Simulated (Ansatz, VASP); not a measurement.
# NaCl: VASP beside Ansatz

Contents of INCAR:

```
PREC = Accurate ; ENCUT = 520
EDIFF = 1E-6 ; ISMEAR = 0
SIGMA = 0.01 ; LREAL = F
LASPH = T ; NELM = 80
ALGO = Normal ; ISIF = 2
LWAVE = F ; LCHARG = F
NBANDS = 14
```

The input KPOINTS:

```
Automatic mesh
0
Gamma
  8 8 8
```

File POSCAR:

```
NaCl
1.0
    2.7048722736      2.7048722736      0.0000000000
   -2.7048722736      2.7048722736      0.0000000000
    0.0000000000      2.7048722736      2.7423361702
Na Cl
1 1
Direct
    0.0000000000      0.0000000000      0.0000000000
    0.5000000000      0.5000000000      0.0000000000
```

Input for Ansatz:

```yaml
crystal:
  lattice:
    - [2.70487227356, 2.70487227356, 0.0]
    - [-2.70487227356, 2.70487227356, 0.0]
    - [0.0, 2.70487227356, 2.74233617024]
  atoms:
    - { symbol: Na, position: [0.0, 0.0, 0.0] }
    - { symbol: Cl, position: [0.5, 0.5, 0.0] }
kpoints:
  mp_grid: { grid: [8, 8, 8] }
scf:
  occupations: { method: fixed }
  convergence: { dr2_threshold: 1.0e-10 }
hamiltonian:
  xc: lda
  pseudopotentials: { kind: all_electron, lapw: { basis_error: 0.0005 } }
output:
  forces: true
  stress: true
  eigenstates:
    kpoints:
      - [0.0, 0.0, 0.0]
      - [-0.5, -0.5, -0.5]
      - [-0.5, 0.5, 0.0]
      - [0.0, 0.0, -0.5]
      - [0.0, -0.5, -0.5]
      - [0.0, 0.5, 0.0]
      - [-0.5, 0.0, 0.0]
      - [-0.5, 0.0, -0.5]
  eigenvalues: true
```

Change from the starting cell: film at in-plane strain -0.01.

Alike in both runs: task single point; functional LDA; k mesh 8 × 8 × 8; no spin polarisation.

|  | VASP | Ansatz |
| --- | --- | --- |
| version | VASP 6.6.1 | Ansatz 0.2.0 |
| potentials or method | VASP PAW LDA potentials, release 64 (Na_pv, Cl), cutoff 520 eV | all-electron LAPW, scalar-relativistic |
| occupations | gaussian, width 0.01 eV | fixed |

VASP gave:

| Property | Result |
| --- | --- |
| gap on the k mesh at the Fermi level (eV) | 5.15 |
| pressure (GPa) | 0.6 |
| traceless stress, the component that is largest in VASP (GPa) | -0.56 |

**Question.** Which values does Ansatz return?

**Answer.** gap on the k mesh at the Fermi level (eV): 5.14; pressure (GPa): 0.6; traceless stress, the component that is largest in VASP (GPa): -0.56.

LDA's correlation is that of Perdew and Zunger in VASP and of Perdew and Wang (1992) in Ansatz. Ansatz ran all-electron here, and VASP with PAW potentials.
